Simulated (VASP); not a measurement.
# Ni (Fm-3m) in VASP: notebook

The runs below take Ni through single point, with PBE.

Everything below comes from runs of VASP 6.6.1. Logs are shortened: lines on timing, memory, paths and dates and some standing lists are left out, and cuts for length are marked.

## Step 1: The cell of the first run

It takes space group Fm-3m (No. 225, cubic). Conventional cell: a = 3.517 Å, b = 3.517 Å, c = 3.517 Å, α = 90.00°, β = 90.00°, γ = 90.00°. Ni (site symmetry m-3m) has 12 Ni at 2.49 Å within 3.3 Å.

## Step 2: Single point, PBE, collinear spin, ferromagnetic start

INCAR

```
PREC     = Accurate       # precision mode
ENCUT    = 520            # plane-wave cutoff, eV
EDIFF    = 1E-6           # SCF threshold, eV
ISMEAR   = -1             # smearing method
SIGMA    = 0.1            # smearing width, eV
LREAL    = F              # projectors in reciprocal space
LASPH    = T              # aspherical terms in the spheres
NELM     = 150            # most SCF steps
ALGO     = Normal         # electronic algorithm
ISIF     = 2              # what is computed and relaxed
LWAVE    = F              # write WAVECAR
LCHARG   = F              # write CHGCAR
ISPIN    = 2              # spin polarisation
MAGMOM   = 2 2            # initial moments
LORBIT   = 11             # projections on sites
LMAXMIX  = 4              # l up to which the mixer works
GGA      = PE             # functional
NBANDS   = 21             # bands
```

KPOINTS

```
regular mesh
0
Gamma
  14 7 14
```

POSCAR

```
Ni
1.0
    0.0000000000      1.7585000000      1.7585000000
    3.5170000000      0.0000000000      3.5170000000
    1.7585000000      1.7585000000      0.0000000000
Ni
2
Direct
    0.0000000000      0.0000000000      0.0000000000
    0.0000000000      0.5000000000      0.0000000000
```

Potentials or basis: VASP PAW PBE potentials, release 64 (Ni).

Launch:

```
cat potpaw_PBE.64/Ni/POTCAR > POTCAR
mpirun -np 1 vasp_std > vasp.out
```

OUTCAR:

```text
PREC = Accurate
   ENCUT = 520
   EDIFF = 1E-6
   ISMEAR = -1
   LREAL = F
   LASPH = T
   NELM = 150
   ISIF = 2
   ISPIN = 2
   LORBIT = 11
   GGA = PE

 ion  position               nearest neighbor table
   1  0.000  0.000  0.000-   2 2.49   2 2.49   2 2.49   2 2.49   2 2.49   2 2.49
   2  0.000  0.500  0.000-   1 2.49   1 2.49   1 2.49   1 2.49   1 2.49   1 2.49

  LATTYP: Found a trigonal (rhomboedric) cell.
 ALAT       =     4.3074277127
 COS(alpha) =     0.8333333333

  Lattice vectors:

 A1 = (   1.7585000000,  -3.5170000000,   1.7585000000)
 A2 = (   3.5170000000,  -1.7585000000,   1.7585000000)
 A3 = (   1.7585000000,  -1.7585000000,   3.5170000000)

Analysis of symmetry for initial positions (statically):
=====================================================================
 Subroutine PRICEL returns following result:

  LATTYP: Found a face centered cubic cell.
 ALAT       =     3.5170000000
[... 12 lines left out ...]
 Subroutine GETGRP returns: Found 12 space group operations
 (whereof 12 operations were pure point group operations)
 out of a pool of 12 trial point group operations.

The static configuration has the point symmetry D_3d.

Analysis of symmetry for dynamics (positions and initial velocities):
=====================================================================
 Subroutine PRICEL returns following result:

  LATTYP: Found a face centered cubic cell.
 ALAT       =     3.5170000000
[... 12 lines left out ...]
 Subroutine GETGRP returns: Found 12 space group operations
 (whereof 12 operations were pure point group operations)
 out of a pool of 12 trial point group operations.

The dynamic configuration has the point symmetry D_3d.

Analysis of structural, dynamic, and magnetic symmetry:
=====================================================================
 Subroutine PRICEL returns following result:

  LATTYP: Found a face centered cubic cell.
 ALAT       =     3.5170000000
[... 12 lines left out ...]
 Subroutine GETGRP returns: Found 12 space group operations
 (whereof 12 operations were pure point group operations)
 out of a pool of 12 trial point group operations.

The overall configuration has the point symmetry D_3d.

 Subroutine INISYM returns: Found 12 space group operations
 (whereof 12 operations are pure point group operations),
 and found     2 'primitive' translations

----------------------------------------------------------------------------------------

                                     Primitive cell

  volume of cell :      10.8757

  direct lattice vectors                    reciprocal lattice vectors
     0.000000000  1.758500000  1.758500000    -0.284333239  0.284333239  0.284333239
     1.758500000  0.000000000  1.758500000     0.284333239 -0.284333239  0.284333239
     1.758500000  1.758500000  0.000000000     0.284333239  0.284333239 -0.284333239

  length of vectors
     2.486894549  2.486894549  2.486894549     0.492479615  0.492479615  0.492479615

  position of ions in fractional coordinates (direct lattice)
     0.000000000  0.000000000  0.000000000

  ion indices of the primitive-cell ions
   primitive index   ion index
                 1           1

----------------------------------------------------------------------------------------

 KPOINTS: regular mesh

Automatic generation of k-mesh.
 Grid dimensions read from file:
 generate k-points for:   14    7   14

 Generating k-lattice:

  Cartesian coordinates                     Fractional coordinates (reciprocal lattice)
    -0.020309517  0.020309517  0.020309517     0.071428571  0.000000000  0.000000000
     0.020309517 -0.020309517  0.020309517     0.000000000  0.142857143  0.000000000
     0.020309517  0.020309517 -0.020309517     0.000000000  0.000000000  0.071428571

  Length of vectors
     0.035177115  0.035177115  0.035177115

  Shift w.r.t. Gamma in fractional coordinates (k-lattice)
     0.000000000  0.000000000  0.000000000

 -----------------------------------------------------------------------------
|                                                                             |
|           W    W    AA    RRRRR   N    N  II  N    N   GGGG   !!!           |
|           W    W   A  A   R    R  NN   N  II  NN   N  G    G  !!!           |
[... 12 lines left out ...]
|                                                                             |
 -----------------------------------------------------------------------------

 Subroutine IBZKPT returns following result:
 ===========================================

 Found    144 irreducible k-points:

 Following reciprocal coordinates:
            Coordinates               Weight
  0.000000  0.000000  0.000000      1.000000
  0.071429  0.000000  0.000000      6.000000
  0.142857  0.000000  0.000000      6.000000
  0.214286  0.000000  0.000000      6.000000
  0.285714  0.000000  0.000000      6.000000
  0.357143  0.000000  0.000000      6.000000
[... 16 lines left out ...]
  0.000000  0.285714  0.000000      2.000000
  0.071429  0.285714  0.000000      6.000000
 [... further k-points ...]
   k-points           NKPTS =    144   k-points in BZ     NKDIM =    144   number of bands    NBANDS=     21
   number of dos      NEDOS =    301   number of ions     NIONS =      2
   total plane-waves  NPLWV =  12960
   dimension x,y,z NGX =    18 NGY =   40 NGZ =   18
   dimension x,y,z NGXF=    36 NGYF=   80 NGZF=   36
   ions per type =               2
   NGX,Y,Z   is equivalent  to a cutoff of  12.03, 13.37, 12.03 a.u.
   NGXF,Y,Z  is equivalent  to a cutoff of  24.07, 26.74, 24.07 a.u.
 SYSTEM =  unknown system
   PREC   = accura    normal or accurate (medium, high low for compatibility)
   ISTART =      0    job   : 0-new  1-cont  2-samecut
   ICHARG =      2    charge: 1-file 2-atom 10-const
   ISPIN  =      2    spin polarized calculation?
   LNONCOLLINEAR =      F non collinear calculations
   LSORBIT =      F    spin-orbit coupling
   LASPH  =      T    aspherical Exc in radial PAW
   ENCUT  =  520.0 eV  38.22 Ry    6.18 a.u.   4.62  9.25  4.62*2*pi/ulx,y,z
   NELM   =    150;   NELMIN=  2; NELMDL= -5     # of ELM steps
   EDIFF  = 0.1E-05   stopping-criterion for ELM
   LREAL  =      F    real-space projection
   EDIFFG = 0.1E-04   stopping-criterion for IOM
   NSW    =      0    number of steps for IOM
   IBRION =     -1    ionic relax: 0-MD 1-quasi-New 2-CG
   NFREE  =      0    steps in history (QN), initial steepest desc. (CG)
   ISIF   =      2    stress and relaxation
   ISYM   =      2    0-nonsym 1-usesym 2-fastsym
   POTIM  = 0.5000    time-step for ionic-motion
   TEBEG  =    0.0;   TEEND  =   0.0 temperature during run
   PSTRESS=    0.0 pullay stress
   NELECT =      20.0000    total number of electrons
   NUPDOWN=      -1.0000    fix difference up-down
   EMIN   =  10.00;   EMAX   =-10.00  energy-range for DOS
   EFERMI =   0.00;   METHOD = LEGACY
   ISMEAR =    -1;   SIGMA  =   0.10  broadening in eV -4-tet -1-fermi 0-gaus
   EFERMI_NEDOS =   21; number of points for ismear=-14 and -15
   IALGO  =     38    algorithm
   IMIX   =      4    mixing-type and parameters
     AMIX     =   0.40;   BMIX     =  1.00
     AMIX_MAG =   1.60;   BMIX_MAG =  1.00
  volume/ion in A,a.u.               =      10.88        73.39
  Fermi-wavevector in a.u.,A,eV,Ry     =   1.591924  3.008301 34.480204  2.534224
  Thomas-Fermi vector in A             =   2.690389
   LORBIT       =     11    0 simple, 1 ext, 2 COOP (PROOUT), +10 PAW based schemes
   GGA     = PE    functional components
   LHFCALC =     F    Hartree Fock is set to
   AEXX    =    0.0000 exact exchange contribution
   IVDW    =     0    specifies the selected vdW correction
   LEPSILON=     F    determine dielectric tensor
   LRPA    =     F    only Hartree local field effects (RPA)
 spin polarized calculation
  energy-cutoff  :      520.00
  volume of cell :       21.75
 maximum number of plane-waves:       604
   NGX =  9   NGY = 19   NGZ =  9

 number of electron      20.0000023 magnetization       1.1862151

 Free energy of the ion-electron system (eV)
  ---------------------------------------------------
  ext. energy  EPLUGINS =         0.00000000
  ---------------------------------------------------
  free energy    TOTEN  =       -10.99440236 eV

  energy without entropy =      -10.88148345  energy(sigma->0) =      -10.93794291

 E-fermi :   9.3650     XC(G=0): -13.2576

 val. band max:        9.3620125732   @ k =  -0.3571   0.4286   0.0714
 cond. band min:       9.3661469628   @ k =  -0.2857   0.0000   0.1429
 fundamental gap:      0.0041343897
 Fermi energy:         9.3650147741

 spin component 1

 k-point     1 :       0.0000    0.0000    0.0000
  band No.  band energies     occupation
      1       0.3698      1.00000
      2       4.5628      1.00000
      3       6.9758      1.00000
      4       6.9758      1.00000
      5       6.9758      1.00000
      6       6.9849      1.00000
[... 565 lines left out ...]
     20      36.5125      0.00000
     21      37.6094      0.00000

 [... further k-points ...]

 spin component 2

 k-point     1 :       0.0000    0.0000    0.0000
  band No.  band energies     occupation
      1       0.3336      1.00000
      2       4.9655      1.00000
      3       7.5735      1.00000
      4       7.5735      1.00000
      5       7.6815      1.00000
      6       7.6815      1.00000
[... 565 lines left out ...]
     20      36.4751      0.00000
     21      37.6488      0.00000

 [... further k-points ...]
[... 5 lines left out ...]
  --------------------------------------------------------------------------------------
  -------------------------------------------------------------------------------------
  Total        0.0655095      0.0655095      0.0655095      0.0000414      0.0000414     -0.0000414
  in kB        4.8253403      4.8253403      4.8253403      0.0030526      0.0030526     -0.0030526
  external PRESSURE =       4.8253403 kB  Pullay stress =       0.0000000 kB

 VOLUME and BASIS-vectors are now :
 -----------------------------------------------------------------------------
  energy-cutoff  :      520.00
  volume of cell :       21.75
      direct lattice vectors                 reciprocal lattice vectors
     0.000000000  1.758500000  1.758500000    -0.284333239  0.284333239  0.284333239
     3.517000000  0.000000000  3.517000000     0.142166619 -0.142166619  0.142166619
     1.758500000  1.758500000  0.000000000     0.284333239  0.284333239 -0.284333239

 POSITION                                       TOTAL-FORCE (eV/Angst)
 -----------------------------------------------------------------------------------
      0.00000      0.00000      0.00000         0.000000      0.000000      0.000000
      1.75850      0.00000      1.75850        -0.000000     -0.000000     -0.000000
 -----------------------------------------------------------------------------------
    total drift:                               -0.000000     -0.000000     -0.000000

  FREE ENERGIE OF THE ION-ELECTRON SYSTEM (eV)
  ---------------------------------------------------
  free  energy   TOTEN  =       -10.9944023640 eV

  energy  without entropy=      -10.8814834531  energy(sigma->0) =      -10.93794291

 total charge

# of ion       s       p       d       tot
------------------------------------------
    1        0.497   0.498   8.316   9.311
    2        0.497   0.498   8.316   9.311
--------------------------------------------------
tot          0.995   0.996  16.631  18.622

 magnetization (x)

# of ion       s       p       d       tot
------------------------------------------
    1       -0.007  -0.025   0.636   0.605
    2       -0.007  -0.025   0.636   0.605
--------------------------------------------------
tot         -0.014  -0.049   1.273   1.210
```

It took 3 min on 1 thread of Intel Xeon 8259CL, shared host; peak memory 0.21 GiB.

What came out:

```
Free energy                                           : -10.9944 eV
Pressure                                              : 0.5 GPa
Net moment                                            : 1.19 μB per cell
Site moments                                          : Ni +0.60 μB
Valence electrons inside the program's atomic spheres : Ni 9.31
```

Levels at points of the mesh, in eV from the Fermi level:
Spin up:
```tsv
k point	band 9	band 10	band 11	band 12	band 13	band 14
(0.00, 0.00, 0.00)	-1.23	-0.56	-0.56	-0.28	5.70	22.23
(0.50, 0.00, 0.00)	-0.42	-0.42	-0.28	2.47	5.70	9.25
```
Spin down:
```tsv
k point	band 7	band 8	band 9	band 10	band 11	band 12
(0.00, 0.00, 0.00)	-1.68	-0.66	-0.66	-0.34	0.16	0.16
(0.50, 0.00, 0.00)	0.08	0.16	0.16	0.39	0.39	2.42
```

## Step 3: Single point, PBE, collinear spin, antiferromagnetic start

INCAR

```
ALGO = Normal
EDIFF = 1E-6
ENCUT = 520
GGA = PE
ISIF = 2
ISMEAR = -1
ISPIN = 2
LASPH = True
LCHARG = False
LMAXMIX = 4
LORBIT = 11
LREAL = False
LWAVE = False
MAGMOM = 2 -2
NBANDS = 21
NELM = 150
PREC = Accurate
SIGMA = 0.1
```

KPOINTS

```
k-points
0
Gamma
  14 7 14
```

POSCAR is that of step 2.

Potentials or basis: VASP PAW PBE potentials, release 64 (Ni).

Launch:

```
cat potpaw_PBE.64/Ni/POTCAR > POTCAR
mpirun -np 1 vasp_std > vasp.out
```

Run time: 4.4 min. Hardware: 1 thread of Intel Xeon 8259CL, shared host; peak memory 0.22 GiB.

Results (log left out):

* Free energy: -10.9322 eV
* Pressure: -0.4 GPa
* Band gap on the k mesh: zero (filled and empty bands overlap)
* Net moment: 0.00 μB per cell
* Valence electrons inside the program's atomic spheres: Ni 9.31

Levels at points of the mesh, in eV from the Fermi level:
Spin up:
| k point | band 7 | band 8 | band 9 | band 10 | band 11 | band 12 | band 13 | band 14 |
| --- | --- | --- | --- | --- | --- | --- | --- | --- |
| (0.00, 0.00, 0.00) | -1.87 | -0.77 | -0.77 | -0.15 | -0.03 | -0.03 | 6.06 | 22.32 |
| (0.50, 0.00, 0.00) | -0.05 | -0.03 | -0.03 | 0.15 | 0.15 | 2.60 | 6.06 | 9.52 |
Spin down:
```
           k point  band 7  band 8  band 9  band 10  band 11  band 12  band 13  band 14
(0.00, 0.00, 0.00)   -1.87   -0.77   -0.77    -0.15    -0.03    -0.03     6.06    22.32
(0.50, 0.00, 0.00)   -0.05   -0.03   -0.03     0.15     0.15     2.60     6.06     9.52
```
